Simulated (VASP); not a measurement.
Runs of VASP 6.6.1 on Ge2Sb2Te5. The structure is that of space group P-3m1 (No. 164), or close to it. The cells are those of the table. 

| cell | gap on the mesh (eV) | pressure (GPa) | largest force (eV/Å) |
| --- | --- | --- | --- |
| a = 4.022, b = 4.022, c = 17.076 Å, angles 90.0, 90.0, 120.0°, 9 atoms | none | 11.9 | 1.40 |
| a = 4.188, b = 4.188, c = 15.749 Å, angles 90.0, 90.0, 120.0°, 9 atoms | none | 11.3 | 1.34 |
| a = 4.362, b = 4.362, c = 15.438 Å, angles 90.0, 90.0, 120.0°, 9 atoms | none | 5.7 | 0.89 |
| a = 4.106, b = 4.106, c = 17.430 Å, angles 90.0, 90.0, 120.0°, 9 atoms | none | 6.6 | 0.84 |
| a = 4.102, b = 4.102, c = 18.503 Å, angles 90.0, 90.0, 120.0°, 9 atoms | none | 3.0 | 0.25 |
| a = 3.863, b = 3.863, c = 18.514 Å, angles 90.0, 90.0, 120.0°, 9 atoms | none | (b) | 1.28 |
| a = 4.274, b = 4.274, c = 15.125 Å, angles 90.0, 90.0, 120.0°, 9 atoms | none | 10.4 | 1.24 |
| a = 4.571, b = 4.571, c = 18.262 Å, angles 90.0, 90.0, 120.0°, 9 atoms | (c) | (a) | 0.58 |

Alike in all rows: task single point; level PBE; potentials or basis VASP PAW PBE potentials, release 64 (Ge_d, Sb, Te); no spin polarisation; k mesh 12 × 12 × 2; cutoff (eV) 520; smearing gaussian 0.03 eV.

**Question.** Fill in the values left out.

**Answer.** (a) -5.0; (b) 11.6; (c) 0.10.

Caveats: spin-orbit coupling is left out, which moves the levels of the heavy elements; the cell stands under pressure (at least some runs); this functional lacks dispersion, which binds the layers, so the pressure and a relaxed spacing across them are unreliable (at least some runs); forces of over 1 eV/Å act on the atoms, so gaps and moduli don't describe the material at rest (at least some runs); the cell stands under tension (at least some runs).

A k mesh can miss the band edges, and the runs leave out spin-orbit coupling on Ge, Sb, Te.

A gap of «none» marks levels without a gap at the run's occupations.
